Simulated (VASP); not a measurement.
# H18CO10 in VASP: further runs

H18CO10 is run at these levels: PBE; tasks: single point.

Everything below comes from runs of VASP 6.6.1. Logs are shortened: lines on timing, memory, paths and dates and some standing lists are left out, and cuts for length are marked.

## 1. The cell of the first run

The cell holds an amorphous packing of atoms, 29 atoms: a = 6.485 Å, b = 6.485 Å, c = 6.485 Å, α = 90.00°, β = 90.00°, γ = 90.00°.

## 2. Single point, PBE

INCAR reads:

```
SYSTEM = H18CO10
  ALGO = Normal
  EDIFF = 1E-6
  ENCUT = 520
  GGA = PE
  ISIF = 2
  ISMEAR = -1
  LASPH = .TRUE.
  LCHARG = .FALSE.
  LREAL = Auto
  LWAVE = .FALSE.
  NBANDS = 61
  NELM = 80
  PREC = Accurate
  SIGMA = 0.02
```

KPOINTS reads:

```
k-points
0
G
  1 1 1
  0 0 0
```

POSCAR reads:

```
H18CO10
1.0
    6.4847770000      0.0000000000      0.0000000000
    0.0000000000      6.4847770000      0.0000000000
    0.0000000000      0.0000000000      6.4847770000
O H C
10 18 1
Direct
    0.0121823773      0.2717595378      1.0266197280
    0.2896475854      0.3493566548      0.4339702044
    0.2387437533      0.9016038639      0.2348423084
    0.8279081918      0.7620308301      0.2044017859
    0.3036804504      0.7543204647      0.6052791021
    0.8674161039      0.4331683264      0.4946662005
    1.0373679773      0.6491973433      0.8512705988
    0.4801707137      0.6047856387      0.0833336289
    0.6458356240      0.0138478162      0.6757055794
    0.4525984471      0.1524339233      0.9327074778
    0.1225331264      0.1768912023      0.9646746527
    0.0456607837      0.3966982982      0.9440879771
    0.3119459621      0.2291366380      0.3424327467
    0.1311070527      0.3603207944      0.4309631619
    0.0960094696      0.9035160346      0.2004386581
    0.2351507230      0.8711016585      0.3832822624
    0.7846993042      0.8576393606      0.3176053702
    0.6872402860      0.6926683832      0.1738687390
    0.1869455187      0.7417679899      0.7002245413
    0.3513305084      0.6189264488      0.5581379283
    0.9146189607      0.5150215651      0.3787485676
    0.7875675601      0.3163100289      0.4400305516
    0.9201550030      0.5946387979      0.7738276891
    0.9738499874      0.7054367482      0.9772733897
    0.3814317748      0.7187139974      0.1330192233
    0.4290355705      0.4897161460      0.1511540027
    0.5097630959     -0.0790312450      0.6611329888
    0.7434025873      0.2289670100      0.8598907873
    0.6071758520      0.1453095457      0.8298974660
```

Potentials or basis: VASP PAW PBE potentials, release 64 (O, H, C).

Command:

```sh
cat potpaw_PBE.64/O/POTCAR potpaw_PBE.64/H/POTCAR potpaw_PBE.64/C/POTCAR > POTCAR
mpirun -np 1 vasp_gam > vasp.out
```

OUTCAR:

```text
SYSTEM = H18CO10
   EDIFF = 1E-6
   ENCUT = 520
   GGA = PE
   ISIF = 2
   ISMEAR = -1
   LASPH = .TRUE.
   LREAL = Auto
   NELM = 80
   PREC = Accurate

 ion  position               nearest neighbor table
   1  0.012  0.272  0.027-  12 0.99  11 1.03
   2  0.290  0.349  0.434-  13 0.99  14 1.03
   3  0.239  0.902  0.235-  15 0.95  16 0.98
   4  0.828  0.762  0.204-  17 1.00  18 1.04
   5  0.304  0.754  0.605-  19 0.98  20 0.98
   6  0.867  0.433  0.495-  21 0.97  22 0.98
   7  0.037  0.649  0.851-  23 0.98  24 0.99
   8  0.480  0.605  0.083-  26 0.93  25 1.03
   9  0.646  0.014  0.676-  27 1.07  29 1.34
  10  0.453  0.152  0.933-  29 1.20
  11  0.123  0.177  0.965-   1 1.03
  12  0.046  0.397  0.944-   1 0.99
  13  0.312  0.229  0.342-   2 0.99
  14  0.131  0.360  0.431-   2 1.03
  15  0.096  0.904  0.200-   3 0.95
[... 11 lines left out ...]
  27  0.510  0.921  0.661-   9 1.07
  28  0.743  0.229  0.860-  29 1.05
  29  0.607  0.145  0.830-  28 1.05  10 1.20   9 1.34

  LATTYP: Found a simple cubic cell.
 ALAT       =     6.4847770000

  Lattice vectors:

 A1 = (   6.4847770000,   0.0000000000,   0.0000000000)
 A2 = (   0.0000000000,   6.4847770000,   0.0000000000)
 A3 = (   0.0000000000,   0.0000000000,   6.4847770000)

Analysis of symmetry for initial positions (statically):
=====================================================================
 Subroutine PRICEL returns:
 Original cell was already a primitive cell.

 Routine SETGRP: Setting up the symmetry group for a
 simple cubic supercell.

 Subroutine GETGRP returns: Found  1 space group operations
 (whereof  1 operations were pure point group operations)
 out of a pool of 48 trial point group operations.

The static configuration has the point symmetry C_1 .

Analysis of symmetry for dynamics (positions and initial velocities):
=====================================================================
 Subroutine PRICEL returns:
 Original cell was already a primitive cell.

 Routine SETGRP: Setting up the symmetry group for a
 simple cubic supercell.

 Subroutine GETGRP returns: Found  1 space group operations
 (whereof  1 operations were pure point group operations)
 out of a pool of 48 trial point group operations.

The dynamic configuration has the point symmetry C_1 .

 Subroutine INISYM returns: Found  1 space group operations
 (whereof  1 operations are pure point group operations),
[... 127 lines left out ...]
   LREAL  =      T    real-space projection
   EDIFFG = 0.1E-04   stopping-criterion for IOM
   NSW    =      0    number of steps for IOM
   IBRION =     -1    ionic relax: 0-MD 1-quasi-New 2-CG
   NFREE  =      0    steps in history (QN), initial steepest desc. (CG)
   ISIF   =      2    stress and relaxation
   ISYM   =      2    0-nonsym 1-usesym 2-fastsym
   POTIM  = 0.5000    time-step for ionic-motion
   TEBEG  =    0.0;   TEEND  =   0.0 temperature during run
   PSTRESS=    0.0 pullay stress
   NELECT =      82.0000    total number of electrons
   NUPDOWN=      -1.0000    fix difference up-down
   EMIN   =  10.00;   EMAX   =-10.00  energy-range for DOS
   EFERMI =   0.00;   METHOD = LEGACY
   ISMEAR =    -1;   SIGMA  =   0.02  broadening in eV -4-tet -1-fermi 0-gaus
   EFERMI_NEDOS =   21; number of points for ismear=-14 and -15
   IALGO  =     38    algorithm
   IMIX   =      4    mixing-type and parameters
     AMIX     =   0.40;   BMIX     =  1.00
     AMIX_MAG =   1.60;   BMIX_MAG =  1.00
  volume/ion in A,a.u.               =       9.40        63.46
  Fermi-wavevector in a.u.,A,eV,Ry     =   1.096775  2.072605 16.366672  1.202916
  Thomas-Fermi vector in A             =   2.233124
   LORBIT       =      0    0 simple, 1 ext, 2 COOP (PROOUT), +10 PAW based schemes
   GGA     = PE    functional components
   LHFCALC =     F    Hartree Fock is set to
   AEXX    =    0.0000 exact exchange contribution
   IVDW    =     0    specifies the selected vdW correction
   LEPSILON=     F    determine dielectric tensor
   LRPA    =     F    only Hartree local field effects (RPA)
 non-spin polarized calculation
  energy-cutoff  :      520.00
  volume of cell :      272.70
 maximum number of plane-waves:      3625
   NGX = 25   NGY = 25   NGZ = 25

 number of electron      82.0000025 magnetization

 Free energy of the ion-electron system (eV)
  ---------------------------------------------------
  ext. energy  EPLUGINS =         0.00000000
  ---------------------------------------------------
  free energy    TOTEN  =      -146.21797504 eV

  energy without entropy =     -146.21797504  energy(sigma->0) =     -146.21797504

 E-fermi :  -1.9106     XC(G=0):  -7.2852

 val. band max:       -2.4913227683   @ k =   0.0000   0.0000   0.0000
 cond. band min:       1.7517190262   @ k =   0.0000   0.0000   0.0000
 fundamental gap:      4.2430417945
 Fermi energy:        -1.9106276254

 k-point     1 :       0.0000    0.0000    0.0000
  band No.  band energies     occupation
      1     -23.7078      2.00000
      2     -22.6810      2.00000
      3     -22.1732      2.00000
      4     -22.0334      2.00000
      5     -21.7253      2.00000
      6     -21.5905      2.00000
[... 45 lines left out ...]
     52       7.1124      0.00000
     53       7.3543      0.00000
 [bands above 53 left out]

------------------------ aborting loop because EDIFF is reached ----------------------------------------

  FORCE on cell =-STRESS in cart. coord.  units (eV):
  Direction    XX          YY          ZZ          XY          YZ          ZX
  --------------------------------------------------------------------------------------
  -------------------------------------------------------------------------------------
  Total        2.4061881      2.8477550      4.1379927      2.2832569     -4.1048762      0.5562223
  in kB       14.1369269     16.7312376     24.3116911     13.4146771    -24.1171233      3.2679382
  external PRESSURE =      18.3932852 kB  Pullay stress =       0.0000000 kB

 VOLUME and BASIS-vectors are now :
 -----------------------------------------------------------------------------
  energy-cutoff  :      520.00
  volume of cell :      272.70
      direct lattice vectors                 reciprocal lattice vectors
     6.484777000  0.000000000  0.000000000     0.154207307  0.000000000  0.000000000
     0.000000000  6.484777000  0.000000000     0.000000000  0.154207307  0.000000000
     0.000000000  0.000000000  6.484777000     0.000000000  0.000000000  0.154207307

 POSITION                                       TOTAL-FORCE (eV/Angst)
 -----------------------------------------------------------------------------------
      0.07900      1.76230      0.17262         1.700077     -1.046332     -1.169175
      1.87830      2.26550      2.81420        -1.528206     -0.465034     -0.635280
      1.54820      5.84670      1.52290         0.879491      0.540082     -0.052461
      5.36880      4.94160      1.32550        -0.901599      0.525736      1.184787
      1.96930      4.89160      3.92510         1.623326      1.090280     -1.225263
      5.62500      2.80900      3.20780        -0.069126     -0.720633      0.545416
[... 21 lines left out ...]
      4.82080      1.48480      5.57620         1.322679      1.239802      0.459571
      3.93740      0.94230      5.38170         0.268223     -0.906585     -0.493849
 -----------------------------------------------------------------------------------
    total drift:                               -0.003427     -0.004641     -0.008738

  FREE ENERGIE OF THE ION-ELECTRON SYSTEM (eV)
  ---------------------------------------------------
  free  energy   TOTEN  =      -146.2179750372 eV

  energy  without entropy=     -146.2179750372  energy(sigma->0) =     -146.21797504
```

OSZICAR:

```text
N       E                     dE             d eps       ncg     rms          rms(c)
DAV:   1     0.604357122141E+03    0.60436E+03   -0.46865E+04   130   0.126E+03
DAV:   2    -0.108120589915E+03   -0.71248E+03   -0.69240E+03   151   0.304E+02
DAV:   3    -0.159257168398E+03   -0.51137E+02   -0.50788E+02   156   0.875E+01
DAV:   4    -0.159938052103E+03   -0.68088E+00   -0.67960E+00   148   0.112E+01
DAV:   5    -0.159949449050E+03   -0.11397E-01   -0.11388E-01   164   0.138E+00    0.231E+01
DAV:   6    -0.146756887659E+03    0.13193E+02   -0.40454E+01   148   0.261E+01    0.906E+00
DAV:   7    -0.146395468661E+03    0.36142E+00   -0.18455E+00   148   0.543E+00    0.559E+00
DAV:   8    -0.146218251250E+03    0.17722E+00   -0.58232E-01   156   0.374E+00    0.785E-01
DAV:   9    -0.146213556427E+03    0.46948E-02   -0.67943E-02   156   0.128E+00    0.407E-01
DAV:  10    -0.146216953896E+03   -0.33975E-02   -0.20547E-02   140   0.684E-01    0.171E-01
DAV:  11    -0.146217561345E+03   -0.60745E-03   -0.19504E-03   140   0.242E-01    0.999E-02
DAV:  12    -0.146217921816E+03   -0.36047E-03   -0.10924E-03   132   0.181E-01    0.432E-02
DAV:  13    -0.146217968753E+03   -0.46937E-04   -0.19799E-04   140   0.866E-02    0.126E-02
DAV:  14    -0.146217973038E+03   -0.42846E-05   -0.32564E-05   156   0.310E-02    0.838E-03
DAV:  15    -0.146217974754E+03   -0.17162E-05   -0.76251E-06   132   0.146E-02    0.346E-03
DAV:  16    -0.146217975037E+03   -0.28294E-06   -0.67872E-07   116   0.564E-03
   1 F= -.14621798E+03 E0= -.14621798E+03  d E =-.295043E-12
```

stdout:

```text
POSCAR found type information on POSCAR O H C
 POSCAR found :  3 types and      29 ions
 scaLAPACK will be used
 LDA part: xc-table for (Slater+PW92), standard interpolation
 POSCAR, INCAR and KPOINTS ok, starting setup
 FFT: planning ... GRIDC
 FFT: planning ... GRID_SOFT
 FFT: planning ... GRID
 WAVECAR not read
 entering main loop
```

Wall time 18 s (1 thread of Intel Xeon 6975P-C (Granite Rapids), shared host); peak memory 0.3 GiB.

Results:

```yaml
Free_energy: -146.2180 eV
Pressure: 1.8 GPa
Largest_force: 3.170 eV/Å
Band_gap_on_the_k_mesh: 4.24 eV
```

Forces in eV/Å, atoms in the order of the input:
```
O    1.700 -1.046 -1.169
O   -1.528 -0.465 -0.635
O    0.879  0.540 -0.052
O   -0.902  0.526  1.185
O    1.623  1.090 -1.225
O   -0.069 -0.721  0.545
O   -0.960 -0.219  0.364
O    0.544  3.056 -0.644
O   -2.029 -1.453 -0.734
O   -1.361  0.160  0.522
H   -1.109  0.922  1.052
H   -0.105 -0.084  0.554
H   -0.017  0.340  0.299
H    1.856 -0.238  0.353
H   -1.155  0.023 -0.590
H    0.436 -0.437  0.667
H    0.574 -0.514 -0.783
H    0.216 -0.081 -0.542
H   -0.227 -0.525  0.775
H   -0.328 -0.241  0.238
H   -0.550  0.511 -0.672
H    0.266  0.523  0.101
H   -0.110  0.028 -0.443
H   -0.037  0.270  0.130
H    0.481 -0.458 -0.467
H   -0.913 -2.456  1.229
H    1.234  0.616 -0.024
H    1.323  1.240  0.460
C    0.268 -0.907 -0.494
```

Stress tensor (GPa, compression positive):
```
 1.41  1.34  0.33
 1.34  1.67 -2.41
 0.33 -2.41  2.43
```

Levels at points of the mesh, in eV from the valence-band top:
```csv
k point,band 39,band 40,band 41,band 42,band 43,band 44
"(0.00, 0.00, 0.00)",-0.98,-0.61,0.00,4.24,5.19,7.19
```

Caveat: the k points lie up to 0.97 Å⁻¹ apart.

## 3. Single point, PBE

INCAR reads:

```
SYSTEM = H18CO10
  ALGO = Normal
  EDIFF = 1E-6
  ENCUT = 520
  GGA = PE
  ISIF = 2
  ISMEAR = -1
  LASPH = .True.
  LCHARG = .False.
  LREAL = Auto
  LWAVE = .False.
  NBANDS = 61
  NELM = 60
  PREC = Accurate
  SIGMA = 0.02
```

KPOINTS reads:

```
k-points
0
Gamma
  1 1 1
  0 0 0
```

POSCAR reads:

```
H18CO10
1.0
    6.4847770000      0.0000000000      0.0000000000
    0.0000000000      6.4847770000      0.0000000000
    0.0000000000      0.0000000000      6.4847770000
O H C
10 18 1
Direct
    0.0290989189      0.2405171373      1.0644467805
    0.3182993031      0.3223857968      0.4167606689
    0.2600860446      0.9449361173      0.2670253734
    0.8081388150      0.7923017245      0.2440793261
    0.3115450231      0.7315903076      0.6373542220
    0.8235595457      0.4208625832      0.5063859559
    0.9559310983      0.6484263067      0.8173604119
    0.5066481083      0.6437384046      0.0289601323
    0.6496599652      0.0075253166      0.6504310017
    0.4755907566      0.1472525578      0.9186900336
    0.1561194780      0.1908161221      1.0029489063
    0.0109487188      0.3870140793      1.0176140213
    0.3438977161      0.1769220437      0.3836677807
    0.1785103790      0.3219848578      0.3501122706
    0.1032880545      0.9556226837      0.2510803378
    0.2522523134      0.8564057022      0.3925192802
    0.7636037446      0.8915958097      0.3484468317
    0.6812724632      0.7387609474      0.1684252211
    0.1836146409      0.7079657481      0.7333636916
    0.3583623616      0.5870826399      0.6263746618
    0.8634838176      0.5430718743      0.4214023088
    0.7005792181      0.3822028113      0.4355431189
    0.8979954129      0.5555009833      0.7052516995
    0.8646712138      0.7718692563      0.8235595457
    0.4055343769      0.7476124468      0.0544814417
    0.4521820874      0.5397101550      0.1322481868
    0.5160393333     -0.0664941909      0.6450954289
    0.7838665848      0.1803454460      0.8657815064
    0.6378631062      0.1250775470      0.8210768080
```

Potentials or basis: VASP PAW PBE potentials, release 64 (O, H, C).

Command:

```sh
cat potpaw_PBE.64/O/POTCAR potpaw_PBE.64/H/POTCAR potpaw_PBE.64/C/POTCAR > POTCAR
mpirun -np 1 vasp_gam > vasp.out
```

Run time: 20 s. Hardware: 1 thread of Intel Xeon 6975P-C (Granite Rapids), shared host; peak memory 0.3 GiB.

It converged, with:

| Item | Value |
| --- | --- |
| Free energy | -146.2600 eV |
| Pressure | 0.0 GPa |
| Largest force | 2.755 eV/Å |
| Band gap on the k mesh | 4.67 eV |

Forces in eV/Å, atoms in the order of the input:
```
O   -0.531  1.318 -0.055
O   -0.883  0.370 -0.486
O   -2.311 -0.731  0.429
O    0.249 -0.092  0.459
O   -0.834 -0.602  0.615
O    1.127  1.021 -0.322
O   -0.379  0.195 -0.200
O   -0.130 -2.052  1.433
O    0.200 -0.161 -0.079
O    1.027  0.167 -0.531
H    0.489  0.116 -0.233
H    0.250 -0.960  0.148
H    0.361 -0.324 -0.066
H    0.760  0.504  0.435
H    1.595  0.149 -0.509
H    0.741 -0.204  0.137
H   -0.167 -0.136 -0.171
H    0.455  0.288  0.073
H    0.711  0.550 -0.920
H    0.126  0.345 -0.335
H   -0.077 -0.145  0.000
H   -1.147 -0.595 -0.128
H   -0.094  0.489  0.686
H    0.512 -0.978 -0.005
H   -0.986  1.527 -0.020
H    0.674  0.278 -1.032
H   -0.580 -0.569 -0.196
H    1.504  0.855  0.537
C   -2.663 -0.622  0.335
```

Stress tensor (GPa, compression positive):
```
 0.09 -0.33  1.60
-0.33 -0.01  1.14
 1.60  1.14 -0.06
```

Levels at points of the mesh, in eV from the valence-band top:
| k point | band 37 | band 38 | band 39 | band 40 | band 41 | band 42 | band 43 | band 44 | band 45 | band 46 |
| --- | --- | --- | --- | --- | --- | --- | --- | --- | --- | --- |
| (0.00, 0.00, 0.00) | -0.68 | -0.62 | -0.41 | -0.25 | 0.00 | 4.67 | 4.93 | 7.77 | 7.89 | 8.15 |

Caveat: the k points lie up to 0.97 Å⁻¹ apart.

(Part 1 of 2 ends here.)
